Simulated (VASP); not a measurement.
Wanted: the native input for a VASP 6.6.1 run.

| Item | Value |
| --- | --- |
| Task | single point |
| Functional | PBEsol |
| Potentials or basis | VASP PAW PBE potentials, release 64 (In_d, Al, As) |
| Cutoff | 520 eV |
| k mesh | 4 × 4 × 4 |
| Occupations | gaussian, width 0.02 eV |
| Spin | no spin polarisation |
| Dipole correction | no |
| Further INCAR settings | LREAL = Auto; ALGO = Normal; EDIFF = 1e-06; NBANDS = 51 |

The structure of Al7InAs8 lies in POSCAR:

```
Al7InAs8
1.0
    5.7238382092     -5.7238382092      0.0000000000
    5.7238382092      0.0000000000      5.7238382092
    0.0000000000     -5.7238382092      5.7238382092
In Al As
1 7 8
Direct
    0.5000000000      0.0000000000      0.0000000000
    0.5004298042      0.0004298042      0.4995701958
    0.5004298042      0.4995701958      0.0004298042
    0.5004298042      0.4995701958      0.4995701958
   -0.0004298042      0.0004298042      0.0004298042
   -0.0004298042      0.0004298042      0.4995701958
   -0.0004298042      0.4995701958      0.0004298042
    0.0000000000      0.5000000000      0.5000000000
    0.3697064446      0.3908806662      0.8697064446
    0.3749564741      0.3750145086      0.3750145086
    0.3697064446      0.8697064446      0.8697064446
    0.3697064446      0.8697064446      0.3908806662
    0.8750145086      0.3750145086      0.8749564741
    0.8750145086      0.3750145086      0.3750145086
    0.8908806662      0.8697064446      0.8697064446
    0.8750145086      0.8749564741      0.3750145086
```

The input as run:

INCAR

```
SYSTEM = Al7InAs8
PREC     = Accurate       ! precision mode
ENCUT    = 520            ! plane-wave cutoff, eV
EDIFF    = 1E-6           ! SCF threshold, eV
ISMEAR   = 0              ! smearing method
SIGMA    = 0.02           ! smearing width, eV
LREAL    = Auto         
LASPH    = .TRUE.         ! aspherical terms in the spheres
NELM     = 100            ! most SCF steps
ALGO     = Normal         ! electronic algorithm
ISIF     = 2              ! what is computed and relaxed
LWAVE    = .FALSE.        ! write WAVECAR
LCHARG   = .FALSE.        ! write CHGCAR
GGA      = PS             ! functional
NBANDS   = 51             ! bands
```

KPOINTS

```
Automatic mesh
0
G
  4 4 4
  0 0 0
```

Potentials or basis: VASP PAW PBE potentials, release 64 (In_d, Al, As).

Command:

```sh
$ cat potpaw_PBE.64/In_d/POTCAR potpaw_PBE.64/Al/POTCAR potpaw_PBE.64/As/POTCAR > POTCAR
$ mpirun -np 1 vasp_std > vasp.out
```

Results of the run:

```yaml
Pressure: 0.2 GPa
Largest_force: 0.009 eV/Å
Band_gap_on_the_k_mesh: 1.33 eV, direct
```

Caveat: the PAW data sets were made with another functional, which shifts forces and pressure a little; spin-orbit coupling is left out, which moves the levels of the heavy elements.

It took 2.3 min on 1 thread of Intel(R) Xeon(R) 6975P-C (Granite Rapids), on a shared host, peak memory 0.51 GiB.
